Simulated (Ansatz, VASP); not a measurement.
# Two plane-wave programs on HRh8

```
Rh H
1.0
     5.36502    0.00000    0.00000
     0.00000    3.79364    0.00000
     0.00000    0.00000   21.24008
Rh H
8 1
Direct
  0.25000 0.50000 0.18832
  0.75000 0.50000 0.18832
  0.00000 0.00000 0.25147
  0.50000 0.00000 0.25147
  0.25000 0.50000 0.31535
  0.75000 0.50000 0.31535
  0.00000 0.00000 0.37383
  0.50000 0.00000 0.37383
  0.08333 0.50000 0.49153
```

Alike in both runs: task single point; functional PBE; dispersion D3(BJ); k mesh 5 × 7 × 1; occupations gaussian, width 0.1 eV; no spin polarisation.

|  | VASP | Ansatz |
| --- | --- | --- |
| version | VASP 6.6.1 | Ansatz 0.2.0 |
| potentials or method | VASP PAW PBE potentials, release 64 (Rh_pv, H), cutoff 520 eV | scalar-relativistic, plane waves, PAW |
| valence electrons in the cell | 121 | 137 |

```tsv
	VASP	Ansatz	Ansatz less VASP
gap on the k mesh at the Fermi level (eV)	none	none	-
rms of the force components (eV/Å)	0.389	0.388	-0.0011
work function, face that differs most (eV)	4.55	4.55	+0.002
```

Atom by atom the forces differ by 0.002 eV/Å (rms over components). A gap of «none» marks a metal or a gap that the smearing closes. VASP's potentials hold 121 valence electrons a cell and Ansatz's 137, so a difference there can come from the potentials and not from the codes.
